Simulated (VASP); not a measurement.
# Si (Im-3m) in VASP: a series of runs

Runs on Si. Level: revPBE. Tasks: single point.

All numbers are computed with VASP 6.6.1; they aren't measurements. Logs are shortened: lines on timing, memory, paths and dates and some standing lists are left out, and cuts for length are marked.

### 1 The cell of the first run

Symmetry: Im-3m, No. 229, cubic system. The conventional cell has a = 3.090 Å, b = 3.090 Å, c = 3.090 Å, α = 90.00°, β = 90.00°, γ = 90.00°. Si (site symmetry m-3m) has 14 Si at 2.68 to 3.09 Å within 3.5 Å.

### 2 Single point, revPBE

INCAR reads:

```
SYSTEM = Si
PREC = Accurate ; ENCUT = 520
EDIFF = 1E-6 ; ISMEAR = -1
SIGMA = 0.1 ; LREAL = .False.
LASPH = .True. ; NELM = 100
ALGO = Normal ; ISIF = 2
LWAVE = .False. ; LCHARG = .False.
GGA = RE ; NBANDS = 8
```

KPOINTS reads:

```
regular mesh
0
Gamma
  14 14 14
  0 0 0
```

POSCAR reads:

```
Si
1.0
   -1.5449467199      1.5449467199      1.5449467199
    1.5449467199     -1.5449467199      1.5449467199
    1.5449467199      1.5449467199     -1.5449467199
Si
1
Direct
    0.0000000000      0.0000000000      0.0000000000
```

Potentials or basis: VASP PAW PBE potentials, release 64 (Si).

Started as:

```bash
cat potpaw_PBE.64/Si/POTCAR > POTCAR
mpirun -np 1 vasp_std > vasp.out
```

OUTCAR:

```text
SYSTEM = Si
   PREC = Accurate
   ENCUT = 520
   EDIFF = 1E-6
   ISMEAR = -1
   LREAL = .False.
   LASPH = .True.
   NELM = 100
   ISIF = 2
   GGA = RE

 ion  position               nearest neighbor table
   1  0.000  0.000  0.000-

  LATTYP: Found a body centered cubic cell.
 ALAT       =     3.0898934398

  Lattice vectors:

 A1 = (  -1.5449467199,   1.5449467199,   1.5449467199)
 A2 = (   1.5449467199,  -1.5449467199,   1.5449467199)
 A3 = (   1.5449467199,   1.5449467199,  -1.5449467199)

Analysis of symmetry for initial positions (statically):
=====================================================================
 Subroutine PRICEL returns:
 Original cell was already a primitive cell.

 Routine SETGRP: Setting up the symmetry group for a
 body centered cubic supercell.

 Subroutine GETGRP returns: Found 48 space group operations
 (whereof 48 operations were pure point group operations)
 out of a pool of 48 trial point group operations.

The static configuration has the point symmetry O_h .

Analysis of symmetry for dynamics (positions and initial velocities):
=====================================================================
 Subroutine PRICEL returns:
 Original cell was already a primitive cell.

 Routine SETGRP: Setting up the symmetry group for a
 body centered cubic supercell.

 Subroutine GETGRP returns: Found 48 space group operations
 (whereof 48 operations were pure point group operations)
 out of a pool of 48 trial point group operations.

The dynamic configuration has the point symmetry O_h .

 Subroutine INISYM returns: Found 48 space group operations
 (whereof 48 operations are pure point group operations),
 and found     1 'primitive' translations

----------------------------------------------------------------------------------------

                                     Primitive cell

  volume of cell :      14.7503

  direct lattice vectors                    reciprocal lattice vectors
    -1.544946720  1.544946720  1.544946720     0.000000000  0.323635756  0.323635756
     1.544946720 -1.544946720  1.544946720     0.323635756  0.000000000  0.323635756
     1.544946720  1.544946720 -1.544946720     0.323635756  0.323635756  0.000000000

  length of vectors
     2.675926214  2.675926214  2.675926214     0.457690076  0.457690076  0.457690076

  position of ions in fractional coordinates (direct lattice)
     0.000000000  0.000000000  0.000000000

  ion indices of the primitive-cell ions
   primitive index   ion index
                 1           1

----------------------------------------------------------------------------------------

 KPOINTS: regular mesh

Automatic generation of k-mesh.
 Grid dimensions read from file:
 generate k-points for:   14   14   14

 Generating k-lattice:

  Cartesian coordinates                     Fractional coordinates (reciprocal lattice)
     0.000000000  0.023116840  0.023116840     0.071428571  0.000000000  0.000000000
     0.023116840  0.000000000  0.023116840     0.000000000  0.071428571  0.000000000
     0.023116840  0.023116840  0.000000000     0.000000000  0.000000000  0.071428571

  Length of vectors
     0.032692148  0.032692148  0.032692148

  Shift w.r.t. Gamma in fractional coordinates (k-lattice)
     0.000000000  0.000000000  0.000000000

 Subroutine IBZKPT returns following result:
 ===========================================

 Found    104 irreducible k-points:

 Following reciprocal coordinates:
            Coordinates               Weight
  0.000000  0.000000  0.000000      1.000000
  0.071429  0.000000  0.000000     12.000000
  0.142857  0.000000  0.000000     12.000000
  0.214286  0.000000  0.000000     12.000000
  0.285714  0.000000  0.000000     12.000000
  0.357143  0.000000  0.000000     12.000000
[... 16 lines left out ...]
  0.285714  0.285714  0.000000     24.000000
  0.357143  0.285714  0.000000     24.000000
 [... further k-points ...]
   k-points           NKPTS =    104   k-points in BZ     NKDIM =    104   number of bands    NBANDS=      8
   number of dos      NEDOS =    301   number of ions     NIONS =      1
   total plane-waves  NPLWV =   8000
   dimension x,y,z NGX =    20 NGY =   20 NGZ =   20
   dimension x,y,z NGXF=    40 NGYF=   40 NGZF=   40
   ions per type =               1
   NGX,Y,Z   is equivalent  to a cutoff of  12.43, 12.43, 12.43 a.u.
   NGXF,Y,Z  is equivalent  to a cutoff of  24.85, 24.85, 24.85 a.u.
 SYSTEM =  Si
   PREC   = accura    normal or accurate (medium, high low for compatibility)
   ISTART =      0    job   : 0-new  1-cont  2-samecut
   ICHARG =      2    charge: 1-file 2-atom 10-const
   ISPIN  =      1    spin polarized calculation?
   LNONCOLLINEAR =      F non collinear calculations
   LSORBIT =      F    spin-orbit coupling
   LASPH  =      T    aspherical Exc in radial PAW
   ENCUT  =  520.0 eV  38.22 Ry    6.18 a.u.   4.98  4.98  4.98*2*pi/ulx,y,z
   NELM   =    100;   NELMIN=  2; NELMDL= -5     # of ELM steps
   EDIFF  = 0.1E-05   stopping-criterion for ELM
   LREAL  =      F    real-space projection
   EDIFFG = 0.1E-04   stopping-criterion for IOM
   NSW    =      0    number of steps for IOM
   IBRION =     -1    ionic relax: 0-MD 1-quasi-New 2-CG
   NFREE  =      0    steps in history (QN), initial steepest desc. (CG)
   ISIF   =      2    stress and relaxation
   ISYM   =      2    0-nonsym 1-usesym 2-fastsym
   POTIM  = 0.5000    time-step for ionic-motion
   TEBEG  =    0.0;   TEEND  =   0.0 temperature during run
   PSTRESS=    0.0 pullay stress
   NELECT =       4.0000    total number of electrons
   NUPDOWN=      -1.0000    fix difference up-down
   EMIN   =  10.00;   EMAX   =-10.00  energy-range for DOS
   EFERMI =   0.00;   METHOD = LEGACY
   ISMEAR =    -1;   SIGMA  =   0.10  broadening in eV -4-tet -1-fermi 0-gaus
   EFERMI_NEDOS =   21; number of points for ismear=-14 and -15
   IALGO  =     38    algorithm
   IMIX   =      4    mixing-type and parameters
     AMIX     =   0.40;   BMIX     =  1.00
     AMIX_MAG =   1.60;   BMIX_MAG =  1.00
  volume/ion in A,a.u.               =      14.75        99.54
  Fermi-wavevector in a.u.,A,eV,Ry     =   1.059647  2.002443 15.277334  1.122852
  Thomas-Fermi vector in A             =   2.195000
   LORBIT       =      0    0 simple, 1 ext, 2 COOP (PROOUT), +10 PAW based schemes
   GGA     = RE    functional components
   LHFCALC =     F    Hartree Fock is set to
   AEXX    =    0.0000 exact exchange contribution
   IVDW    =     0    specifies the selected vdW correction
   LEPSILON=     F    determine dielectric tensor
   LRPA    =     F    only Hartree local field effects (RPA)
 non-spin polarized calculation
  energy-cutoff  :      520.00
  volume of cell :       14.75
 maximum number of plane-waves:       418
   NGX =  9   NGY =  9   NGZ =  9

 number of electron       4.0000000 magnetization

 Free energy of the ion-electron system (eV)
  ---------------------------------------------------
  ext. energy  EPLUGINS =         0.00000000
  ---------------------------------------------------
  free energy    TOTEN  =        -4.68399182 eV

  energy without entropy =       -4.67147139  energy(sigma->0) =       -4.67773161

 E-fermi :   9.8885     XC(G=0): -11.1111

 val. band max:        9.6677679732   @ k =   0.2857   0.2143   0.0000
 cond. band min:       9.9248008610   @ k =   0.5000   0.5000   0.3571
 fundamental gap:      0.2570328878
 Fermi energy:         9.8884536687

 k-point     1 :       0.0000    0.0000    0.0000
  band No.  band energies     occupation
      1      -4.2921      2.00000
      2      21.2100      0.00000
      3      21.2100      0.00000
      4      21.2100      0.00000
      5      22.3034      0.00000
      6      22.3034      0.00000
      7      22.3034      0.00000
      8      25.9854      0.00000

 k-point     2 :       0.0714    0.0000    0.0000
  band No.  band energies     occupation
      1      -4.1367      2.00000
      2      19.4228      0.00000
      3      19.9683      0.00000
      4      20.9901      0.00000
      5      21.8021      0.00000
      6      23.1205      0.00000
      7      23.8046      0.00000
      8      25.0187      0.00000

 k-point     3 :       0.1429    0.0000    0.0000
  band No.  band energies     occupation
      1      -3.6712      2.00000
      2      16.5926      0.00000
      3      18.5617      0.00000
      4      20.4062      0.00000
      5      20.7396      0.00000
      6      22.7284      0.00000
      7      25.1011      0.00000
      8      25.7885      0.00000

 k-point     4 :       0.2143    0.0000    0.0000
  band No.  band energies     occupation
      1      -2.8976      2.00000
      2      13.5821      0.00000
      3      17.3937      0.00000
      4      19.6309      0.00000
      5      19.6625      0.00000
      6      21.7152      0.00000
      7      26.0777      0.00000
      8      26.1642      0.00000

 k-point     5 :       0.2857    0.0000    0.0000
  band No.  band energies     occupation
      1      -1.8196      2.00000
      2      10.6591      0.00090
      3      16.4829      0.00000
      4      18.6868      0.00000
      5      18.9562      0.00000
      6      20.8417      0.00000
      7      26.9102      0.00000
      8      27.2603      0.00000

 k-point     6 :       0.3571    0.0000    0.0000
  band No.  band energies     occupation
      1      -0.4425      2.00000
      2       7.9284      2.00000
      3      15.8323      0.00000
      4      17.9842      0.00000
      5      18.4015      0.00000
      6      20.1901      0.00000
      7      27.9485      0.00000
      8      28.5826      0.00000

 k-point     7 :       0.4286    0.0000    0.0000
  band No.  band energies     occupation
      1       1.2253      2.00000
      2       5.4381      2.00000
      3      15.4421      0.00000
      4      17.5542      0.00000
      5      18.0532      0.00000
      6      19.7888      0.00000
      7      29.1583      0.00000
      8      29.8903      0.00000

 k-point     8 :       0.5000    0.0000    0.0000
  band No.  band energies     occupation
      1       2.9894      2.00000
      2       3.3983      2.00000
      3      15.3121      0.00000
      4      17.4097      0.00000
      5      17.9349      0.00000
      6      19.6534      0.00000
      7      29.9489      0.00000
      8      30.5745      0.00000

 k-point     9 :       0.0714    0.0714    0.0000
  band No.  band energies     occupation
      1      -3.8262      2.00000
      2      17.8337      0.00000
      3      18.3765      0.00000
      4      19.8484      0.00000
      5      22.0062      0.00000
      6      23.4143      0.00000
      7      24.2876      0.00000
      8      25.0372      0.00000

 k-point    10 :       0.1429    0.0714    0.0000
  band No.  band energies     occupation
      1      -3.2067      2.00000
      2      15.1568      0.00000
      3      16.8599      0.00000
      4      18.8007      0.00000
      5      21.4984      0.00000
      6      22.8799      0.00000
      7      24.7055      0.00000
      8      26.4741      0.00000
[... 78 lines left out ...]
 k-point    18 :       0.3571    0.1429   -0.0000
  band No.  band energies     occupation
      1       1.6791      2.00000
      2       5.8792      2.00000
      3      11.8918      0.00000
      4      15.7898      0.00000
      5      20.4892      0.00000
      6      23.4593      0.00000
      7      27.0437      0.00000
      8      29.7737      0.00000

 k-point    19 :       0.4286    0.1429    0.0000
  band No.  band energies     occupation
      1       3.4448      2.00000
      2       3.8395      2.00000
      3      11.7502      0.00000
      4      15.6569      0.00000
      5      20.3629      0.00000
      6      23.4612      0.00000
      7      28.1478      0.00000
      8      28.7042      0.00000

 k-point    20 :       0.2143    0.2143    0.0000
  band No.  band energies     occupation
      1      -0.1371      2.00000
      2      10.0623      0.29900
      3      10.3964      0.01236
      4      16.0741      0.00000
      5      22.0453      0.00000
      6      22.9064      0.00000
      7      27.6553      0.00000
      8      28.3068      0.00000

 k-point    21 :       0.2857    0.2143    0.0000
  band No.  band energies     occupation
      1       1.3793      2.00000
      2       7.6272      2.00000
      3       9.6678      1.80173
      4      15.5543      0.00000
      5      21.9369      0.00000
      6      23.7218      0.00000
      7      27.5532      0.00000
      8      29.2598      0.00000

 k-point    22 :       0.3571    0.2143   -0.0000
  band No.  band energies     occupation
      1       3.1746      2.00000
      2       5.2937      2.00000
      3       9.3742      1.98838
      4      15.2904      0.00000
      5      21.7418      0.00000
      6      24.7437      0.00000
      7      27.0070      0.00000
      8      29.0797      0.00000

 k-point    23 :       0.2857    0.2857    0.0000
  band No.  band energies     occupation
      1       3.0308      2.00000
      2       7.0497      2.00000
      3       7.3557      2.00000
      4      15.1661      0.00000
      5      22.9554      0.00000
      6      23.8890      0.00000
      7      26.9625      0.00000
      8      30.3243      0.00000

 k-point    24 :       0.3571    0.2857    0.0000
  band No.  band energies     occupation
      1       4.7859      2.00000
      2       5.1614      2.00000
      3       7.0730      2.00000
      4      15.0351      0.00000
      5      23.1288      0.00000
      6      24.8259      0.00000
      7      25.6958      0.00000
      8      31.0453      0.00000

 [... further k-points ...]
[... 5 lines left out ...]
  --------------------------------------------------------------------------------------
  -------------------------------------------------------------------------------------
  Total       -0.0278348     -0.0278348     -0.0278348      0.0000000      0.0000000      0.0000000
  in kB       -3.0234158     -3.0234158     -3.0234158      0.0000000      0.0000000      0.0000000
  external PRESSURE =      -3.0234158 kB  Pullay stress =       0.0000000 kB

 VOLUME and BASIS-vectors are now :
 -----------------------------------------------------------------------------
  energy-cutoff  :      520.00
  volume of cell :       14.75
      direct lattice vectors                 reciprocal lattice vectors
    -1.544946720  1.544946720  1.544946720     0.000000000  0.323635756  0.323635756
     1.544946720 -1.544946720  1.544946720     0.323635756  0.000000000  0.323635756
     1.544946720  1.544946720 -1.544946720     0.323635756  0.323635756  0.000000000

 POSITION                                       TOTAL-FORCE (eV/Angst)
 -----------------------------------------------------------------------------------
      0.00000      0.00000      0.00000        -0.000000     -0.000000     -0.000000
 -----------------------------------------------------------------------------------
    total drift:                                0.000000      0.000000      0.000000

  FREE ENERGIE OF THE ION-ELECTRON SYSTEM (eV)
  ---------------------------------------------------
  free  energy   TOTEN  =        -4.6839918217 eV

  energy  without entropy=       -4.6714713944  energy(sigma->0) =       -4.67773161
```

Run time: 6.8 s. Hardware: 1 thread of Intel Xeon 8259CL, shared host; peak memory 0.12 GiB.

Results:

```
Free energy            : -4.6840 eV
Pressure               : -0.3 GPa
Band gap on the k mesh : zero (band 2 reaches 21.21 eV, above the bottom of band 3 at 5.88 eV)
```

Caveat: the PAW data sets were made with another functional, which shifts forces and pressure a little.

### 3 Single point, revPBE (volume scaled by 0.88)

INCAR reads:

```
  ALGO = Normal
  EDIFF = 1E-6
  ENCUT = 520
  GGA = RE
  ISIF = 2
  ISMEAR = -1
  LASPH = True
  LCHARG = False
  LREAL = False
  LWAVE = False
  NBANDS = 8
  NELM = 100
  PREC = Accurate
  SIGMA = 0.1
```

KPOINTS reads:

```
k-points
0
Gamma
  16 16 16
```

POSCAR reads:

```
Si
1.0
   -1.4804976784      1.4804976784      1.4804976784
    1.4804976784     -1.4804976784      1.4804976784
    1.4804976784      1.4804976784     -1.4804976784
Si
1
Direct
    0.0000000000      0.0000000000      0.0000000000
```

Potentials or basis: VASP PAW PBE potentials, release 64 (Si).

Started as:

```bash
cat potpaw_PBE.64/Si/POTCAR > POTCAR
mpirun -np 1 vasp_std > vasp.out
```

Run time: 9.7 s. Hardware: 1 thread of Intel Xeon 8259CL, shared host; peak memory 0.13 GiB.

It converged, with:

```
Free energy            : -4.6028 eV
Pressure               : 15.3 GPa
Band gap on the k mesh : zero (band 2 reaches 24.63 eV, above the bottom of band 3 at 7.28 eV)
```

Levels at points of the mesh, in eV from the Fermi level:
```tsv
k point	band 1	band 2	band 3	band 4	band 5	band 6	band 7
(0.00, 0.00, 0.00)	-15.35	13.04	13.04	13.04	13.13	13.13	13.13
(0.50, 0.00, 0.00)	-7.26	-7.17	6.27	7.63	8.97	10.71	21.46
(0.50, 0.50, 0.50)	-0.51	-0.51	-0.51	1.89	1.89	2.57	26.28
```

Caveat: the PAW data sets were made with another functional, which shifts forces and pressure a little.
